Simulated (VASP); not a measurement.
Set up this calculation in VASP 6.6.1, as the native input.

```
Task                   : single point
Functional             : revPBE
Dispersion             : D3(BJ)
Potentials or basis    : VASP PAW PBE potentials, release 64 (Sb, Ga_d)
Cutoff                 : 520 eV
k mesh                 : 8 × 8 × 8
Occupations            : fermi-dirac, width 0.05 eV
Spin                   : no spin polarisation
Dipole correction      : no
Further INCAR settings : ALGO = Normal; EDIFF = 1e-06; NBANDS = 16
```

The structure of GaSb lies in POSCAR:

```
GaSb
1.0
    0.0000000000      3.0384691801      3.0384691801
    3.0384691801      0.0000000000      3.0384691801
    3.0384691801      3.0384691801      0.0000000000
Sb Ga
1 1
Direct
    0.7500000000      0.7500000000      0.7500000000
    0.0000000000      0.0000000000      0.0000000000
```

One way to write it, as run:

INCAR

```
SYSTEM = GaSb
  PREC = Accurate
  ENCUT = 520
  EDIFF = 1E-6
  ISMEAR = -1
  SIGMA = 0.05
  LREAL = .False.
  LASPH = .True.
  NELM = 100
  ALGO = Normal
  ISIF = 2
  LWAVE = .False.
  LCHARG = .False.
  GGA = RE
  IVDW = 12
  NBANDS = 16
```

KPOINTS

```
regular mesh
0
Gamma
  8 8 8
  0 0 0
```

Potentials or basis: VASP PAW PBE potentials, release 64 (Sb, Ga_d).

Run with:

```sh
$ cat potpaw_PBE.64/Sb/POTCAR potpaw_PBE.64/Ga_d/POTCAR > POTCAR
$ mpirun -np 1 vasp_std > vasp.out
```

Results of the run:

```yaml
Pressure: 0.7 GPa
Band_gap_on_the_k_mesh: 0.25 eV, direct
Dispersion_energy_per_atom: -0.642 eV
```

Caveat: the PAW data sets were made with another functional, which shifts forces and pressure a little; spin-orbit coupling is left out, which moves the levels of the heavy elements.

Run time: 11 s on 1 thread of Intel(R) Xeon(R) Platinum 8559C (Emerald Rapids), with other jobs on the host, peak memory 0.19 GiB.
